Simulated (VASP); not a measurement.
Here is a VASP 6.6.1 calculation.

INCAR

```
SYSTEM = TiO2
PREC = Accurate
ENCUT = 520
EDIFF = 1E-7
ISMEAR = 0
SIGMA = 0.05
LREAL = Auto
LASPH = .TRUE.
NELM = 60
ALGO = Normal
ISIF = 2
LWAVE = .FALSE.
LCHARG = .FALSE.
LDIPOL = .TRUE.
IDIPOL = 3
DIPOL = 0.5 0.5 0.498
GGA = PS
NBANDS = 87
```

Contents of KPOINTS:

```
Automatic mesh
0
G
  9 6 1
  0 0 0
```

POSCAR

```
TiO2
1.0
    2.9389940238      0.0000000000      0.0000000000
    0.0000000000      4.5912476139      0.0000000000
    0.0000000000      0.0000000000     27.8758726922
O Ti
12 6
Direct
    0.5000000000      0.8094992674      0.2640553712
    0.0000000000      0.3396421233      0.2765268348
    0.0000000000      0.7112233495      0.3478840580
    0.5000000000      0.2092988536      0.3692976159
    0.5000000000      0.7983083934      0.4319977203
    0.0000000000      0.2999041412      0.4584357222
    0.0000000000      0.7324217966      0.5161508206
    0.5000000000      0.2344315351      0.5479741907
    0.5000000000      0.7796845286      0.5991469552
    0.0000000000      0.2140664512      0.6402943259
    0.0000000000      0.6514335438      0.6886197527
    0.5000000000      0.1254861923      0.7378090693
    0.5000000000      0.5192249101      0.3033879700
    0.0000000000     -0.0049865785      0.3895008127
    0.5000000000      0.5216588037      0.4756610244
    0.0000000000     -0.0018458604      0.5616297642
    0.5000000000      0.5158312788      0.6453009630
    0.0000000000      0.0447172704      0.7034957267
```

Potentials or basis: VASP PAW PBE potentials, release 64 (O, Ti_sv).

Command:

```bash
$ cat potpaw_PBE.64/O/POTCAR potpaw_PBE.64/Ti_sv/POTCAR > POTCAR
$ mpirun -np 1 vasp_std > vasp.out
```

**Question.** Estimate the band gap on the k mesh.

**Answer.** Zero (bands 72 and 73 overlap by 0.34 eV).

**Question.** Predict the largest force.

**Answer.** 0.194 eV/Å.

Forces on the atoms (eV/Å):
```
O    0.000  0.135 -0.120
O    0.000 -0.069 -0.077
O    0.000 -0.093 -0.080
O    0.000  0.085 -0.055
O    0.000  0.069 -0.061
O    0.000 -0.073 -0.043
O    0.000 -0.080 -0.088
O    0.000  0.083 -0.043
O    0.000  0.055 -0.060
O    0.000 -0.013 -0.054
O    0.000 -0.041  0.021
O    0.000  0.042  0.101
Ti   0.000 -0.095  0.169
Ti   0.000  0.057  0.140
Ti   0.000 -0.018  0.123
Ti   0.000  0.021  0.129
Ti   0.000 -0.064  0.031
Ti   0.000 -0.001 -0.033
```

Caveat: the PAW data sets were made with another functional, which shifts forces and pressure a little; semilocal functionals often make such compounds metallic where correlation or magnetic order opens a gap, which also shifts bond lengths.
